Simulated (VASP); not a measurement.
A run of VASP 6.6.1 is set up as follows.

Contents of INCAR:

```
SYSTEM = Sn8HO16
PREC = Accurate
ENCUT = 520
EDIFF = 1E-6
ISMEAR = 0
SIGMA = 0.02
LREAL = Auto
LASPH = .TRUE.
NELM = 60
ALGO = Normal
ISIF = 2
LWAVE = .FALSE.
LCHARG = .FALSE.
GGA = PE
NBANDS = 122
NELECT = 208.0
```

Contents of KPOINTS:

```
Automatic mesh
0
G
  3 3 3
  0 0 0
```

The input POSCAR:

```
Sn8HO16
1.0
   -4.8274195332     -4.8274195332      0.0000000000
    4.8274195332     -4.8274195332      0.0000000000
    0.0000000000      4.8274195332      6.4761384946
Sn O H
8 16 1
Direct
    0.4976911760      0.4917107553     -0.0115788135
    0.7592847249      0.7532782033      0.5115888122
    0.9977253748      1.0009179707      0.0019900748
    0.2457155634      0.2489609826      0.4980077252
    0.1342557815      0.6193826664      0.2499983596
    0.3756317843      0.8750095540      0.7501203077
    0.6165356380      0.1514119866      0.2500017567
    0.8754940709      0.3748719511      0.7498783425
    0.1998322600      0.5158947007      0.0009496400
    0.4488878400      0.7649256299      0.4990475424
    0.6906957018      0.0186010189      0.0025402483
    0.9381444592      0.2660327901      0.4974584782
    0.1373937747      0.3164140554      0.2499960434
    0.3846050693      0.5684670671      0.7475306472
    0.6719474664      0.8325328463      0.2499500283
    0.8870684775      0.0709249928      0.7524627529
    0.8097905999      0.4921109390      0.0012828632
    0.0585040767      0.7408153980      0.4987160177
    0.3060376230     -0.0082217840      0.0029477442
    0.5530820746      0.2388245320      0.4970492837
    0.0928333048      0.9272356128      0.2500016022
    0.3620812597      0.1782778853      0.7451474369
    0.6135613893      0.4504576867      0.2500065435
    0.8669293902      0.6831125510      0.7548595516
    0.8174536971      0.8508819083      0.2499335061
```

Potentials or basis: VASP PAW PBE potentials, release 64 (Sn_d, O, H).

Run with:

```sh
$ cat potpaw_PBE.64/Sn_d/POTCAR potpaw_PBE.64/O/POTCAR potpaw_PBE.64/H/POTCAR > POTCAR
$ mpirun -np 1 vasp_std > vasp.out
```

Q: Predict the largest force.

A: 0.111 eV/Å.

Forces on the atoms (eV/Å):
```
Sn   0.015 -0.008  0.028
Sn   0.012  0.003 -0.027
Sn  -0.003  0.003 -0.003
Sn  -0.005 -0.008  0.007
Sn   0.013 -0.004  0.002
Sn   0.002  0.010 -0.002
Sn   0.000  0.011  0.000
Sn  -0.001  0.010  0.006
O   -0.006 -0.014 -0.004
O   -0.004 -0.010  0.003
O   -0.013 -0.013  0.007
O   -0.011 -0.011 -0.009
O    0.007 -0.014  0.000
O    0.016 -0.024 -0.006
O    0.042  0.068  0.001
O    0.015 -0.024  0.003
O    0.009  0.013  0.011
O    0.011  0.010 -0.014
O    0.007  0.016 -0.002
O    0.007  0.017  0.003
O   -0.008  0.018 -0.001
O   -0.020  0.020 -0.016
O    0.005 -0.002  0.001
O   -0.020  0.020  0.012
H   -0.068 -0.087  0.000
```

Caveat: the cell carries a net charge on a neutralising background, which shifts energy and pressure.
